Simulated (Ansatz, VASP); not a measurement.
## LaB6: VASP beside Ansatz

```
La B
1.0
     4.12338    0.00000    0.00000
     0.00000    4.12338    0.00000
     0.00000    0.00000    4.12338
La B
1 6
Direct
  0.00000 0.00000 0.00000
  0.19952 0.50000 0.50000
  0.50000 0.19952 0.50000
  0.80048 0.50000 0.50000
  0.50000 0.80048 0.50000
  0.50000 0.50000 0.19952
  0.50000 0.50000 0.80048
```

Alike in both runs: functional PBE; dispersion D3(BJ); k mesh 8 × 8 × 8; occupations gaussian, width 0.1 eV; no spin polarisation.

Ansatz relaxed the structure, and its values are those at the end. VASP's run is a single point on that final structure, the one shown.

|  | VASP | Ansatz |
| --- | --- | --- |
| version | VASP 6.6.1 | Ansatz 0.2.0 |
| potentials or method | VASP PAW PBE potentials, release 64 (La, B), cutoff 520 eV | scalar-relativistic, plane waves, PAW |
| valence electrons in the cell | 29 | 29 |

```tsv
	VASP	Ansatz	Ansatz less VASP
gap on the k mesh at the Fermi level (eV)	none	none	-
pressure (GPa)	-0.1	0.0	+0.08
rms of the force components (eV/Å)	0.010	0.001	-0.0094
```

A gap of «none» marks a metal or a gap that the smearing closes.

Spin-orbit coupling is off throughout.
